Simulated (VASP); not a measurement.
WS2, 3 atoms in the cell. The cell holds a slab with vacuum, 3 atoms: a = 3.246 Å, b = 3.246 Å, c = 17.283 Å, α = 90.00°, β = 90.00°, γ = 120.00°.  This cell differs from its parent crystal: volume scaled by 1.06.

```yaml
Program: VASP 6.6.1
Task: single point
Functional: PBEsol
Potentials_or_basis: VASP PAW PBE potentials, release 64 (W_sv, S)
Cutoff: 520 eV
k_mesh: 10 × 10 × 2
Occupations: fermi-dirac, width 0.05 eV
Spin: no spin polarisation
Dipole_correction: no
Further_INCAR_settings: ALGO = Normal; EDIFF = 1e-06; NBANDS = 20
```

Potentials or basis: VASP PAW PBE potentials, release 64 (W_sv, S).

Launch:

```console
$ cat potpaw_PBE.64/W_sv/POTCAR potpaw_PBE.64/S/POTCAR > POTCAR
$ mpirun -np 1 vasp_std > vasp.out
```

Hardware: 1 thread of Intel(R) Xeon(R) Platinum 8375C CPU @ 2.90GHz (Ice Lake), with other jobs on the host.

Task: How long does it take, and how much memory?

Result: Run time: 80 s on 1 thread of Intel(R) Xeon(R) Platinum 8375C CPU @ 2.90GHz (Ice Lake), with other jobs on the host, peak memory 0.3 GiB. Counts: scf iterations 21, k points 28.
